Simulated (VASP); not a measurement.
SiO2:

```
Si O
1.0
     4.93290    0.00000    0.00000
     0.00000    4.93290    0.00000
     0.00000    0.00000    6.46450
Si O
4 8
Direct
  0.81771 0.81771 0.50000
  0.68229 0.31771 0.25000
  0.18230 0.18230 0.00000
  0.31771 0.68229 0.75000
  0.26834 0.36457 0.80193
  0.13543 0.76834 0.55193
  0.73166 0.63543 0.30193
  0.86457 0.23166 0.05193
  0.76834 0.13543 0.44807
  0.63543 0.73166 0.69807
  0.23166 0.86457 0.94807
  0.36457 0.26834 0.19807
```

- Program: VASP 6.6.1
- Task: relaxation of cell and atoms
- Functional: LDA
- Potentials or basis: VASP PAW LDA potentials, release 64 (Si, O)
- Cutoff: 600 eV
- k mesh: 6 × 6 × 4
- Occupations: gaussian, width 0.02 eV
- Spin: no spin polarisation

At the start: pressure -2.7 GPa; volume 13.11 Å³/atom.

Task: How do energy, volume and symmetry change on relaxing?

Result: Over 45 steps the energy falls by 7.9 meV/atom and the volume is 13.89 Å³/atom (+6.0 %); space group P4_32_12 (No. 96, to 0.1 Å) before and after.

Step by step:
| step | energy change (eV) | largest force (eV/Å) | pressure (GPa) | volume (Å³) |
| --- | --- | --- | --- | --- |
| 1 | 0.0000 | 0.2375 | -2.71 | 157.30 |
| 3 | -0.0288 | 0.2134 | 0.18 | 155.21 |
| 5 | -0.0371 | 0.1374 | 0.83 | 154.93 |
| 7 | -0.0570 | 0.1281 | 0.40 | 155.57 |
| 9 | -0.0599 | 0.1215 | 0.23 | 155.89 |
| 11 | -0.0699 | 0.1163 | 0.07 | 156.78 |
| 13 | -0.0726 | 0.1750 | -0.06 | 157.53 |
| 15 | -0.0745 | 0.0434 | -0.01 | 157.75 |
| 17 | -0.0755 | 0.0356 | 0.17 | 157.79 |
| 19 | -0.0769 | 0.0375 | 0.97 | 157.99 |
| 21 | -0.0771 | 0.0307 | 0.79 | 157.98 |
| 23 | -0.0784 | 0.0190 | 0.68 | 158.31 |
| 25 | -0.0814 | 0.0581 | 0.26 | 159.59 |
| 27 | -0.0817 | 0.0836 | 0.06 | 160.14 |
| 29 | -0.0836 | 0.1207 | -0.06 | 160.84 |
| 31 | -0.0839 | 0.1721 | -0.13 | 161.20 |
| 33 | -0.0867 | 0.1342 | -0.14 | 161.92 |
| 35 | -0.0935 | 0.0429 | -0.23 | 165.18 |
| 37 | -0.0941 | 0.0363 | -0.04 | 165.92 |
| 39 | -0.0944 | 0.0337 | 0.07 | 166.05 |
| 41 | -0.0949 | 0.0354 | 0.15 | 166.35 |
| 43 | -0.0951 | 0.0090 | 0.07 | 166.64 |
| 45 | -0.0951 | 0.0035 | 0.02 | 166.70 |

Final structure:
```xyz
12
Lattice="4.9316 0.0000 0.0000 0.0000 4.9316 0.0000 0.0000 0.0000 6.8544" Properties=species:S:1:pos:R:3 pbc="T T T"
Si    3.9765    3.9765    3.4272
Si    3.4208    1.5108    1.7136
Si    0.9550    0.9550    0.0000
Si    1.5108    3.4208    5.1408
O     1.2984    1.8898    5.5883
O     0.5760    3.7642    3.8747
O     3.6332    3.0418    2.1611
O     4.3556    1.1674    0.4475
O     3.7642    0.5760    2.9797
O     3.0418    3.6332    4.6933
O     1.1674    4.3556    6.4068
O     1.8898    1.2984    1.2661
```
